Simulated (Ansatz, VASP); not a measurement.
Two plane-wave programs on SnO2

Contents of INCAR:

```
SYSTEM = SnO2
PREC = Accurate ; ENCUT = 520
EDIFF = 1E-6 ; ISMEAR = 0
SIGMA = 0.01 ; LREAL = .False.
LASPH = .True. ; NELM = 100
ALGO = Normal ; ISIF = 2
LWAVE = .False. ; LCHARG = .True.
GGA = B5 ; ALDAX = 1.0
AGGAX = 1.0 ; AGGAC = 1.0
ALDAC = 0.0 ; LELF = .True.
LVHAR = .True. ; NBANDS = 35
```

The input KPOINTS:

```
Automatic mesh
0
Gamma
  6 6 6
  0 0 0
```

The input POSCAR:

```
SnO2
1.0
   -2.0000686100      2.0000686100      5.1236788600
    2.0000686100     -2.0000686100      5.1236788600
    2.0000686100      2.0000686100     -5.1236788600
Sn O
2 4
Direct
    0.7500000000      0.2500000000      0.5000000000
    0.0000000000      0.0000000000      0.0000000000
    0.7965225898      0.7965225898      0.0000000000
    0.9534774092      0.4534774092      0.5000000000
    0.2034774102      0.2034774102      0.0000000000
    0.5465225898      0.0465225898      0.5000000000
```

Input for Ansatz:

```yaml
crystal:
  lattice:
    - [-2.00006861, 2.00006861, 5.12367886]
    - [2.00006861, -2.00006861, 5.12367886]
    - [2.00006861, 2.00006861, -5.12367886]
  atoms:
    - { symbol: Sn, position: [0.75, 0.25, 0.5] }
    - { symbol: Sn, position: [0.0, 0.0, 0.0] }
    - { symbol: O, position: [0.7965225898252335, 0.7965225898252335, 0.0] }
    - { symbol: O, position: [0.9534774091989052, 0.45347740919890517, 0.5] }
    - { symbol: O, position: [0.20347741017476648, 0.20347741017476648, 0.0] }
    - { symbol: O, position: [0.5465225898252335, 0.0465225898252335, 0.5] }
basis:
  ecutwfc: 450.0
kpoints:
  mp_grid:
    grid: [6, 6, 6]
    shift: [0.0, 0.0, 0.0]
hamiltonian:
  xc: blyp
scf:
  occupations:
    method: fixed
output:
  forces: true
  stress: true
```

Alike in both runs: task single point; functional BLYP; k mesh 6 × 6 × 6; no spin polarisation.

```csv
,VASP,Ansatz
version,VASP 6.6.1,Ansatz 0.2.0
potentials or method,"VASP PAW PBE potentials, release 64 (Sn_d, O), cutoff 520 eV","plane waves, PAW"
occupations,"gaussian, width 0.01 eV",fixed
valence electrons in the cell,52,52
```

Ansatz gave:

```
pressure (GPa)                                                : 10.4
traceless stress, the component that is largest in VASP (GPa) : 0.41
rms of the force components (eV/Å)                            : 0.069
```

Task: Estimate VASP's values.

Result: Pressure (GPa): 11.4; traceless stress, the component that is largest in VASP (GPa): 0.61; rms of the force components (eV/Å): 0.087.

VASP's potentials were made for PBE, not for BLYP. Atom by atom the forces differ by 0.018 eV/Å (rms over components).
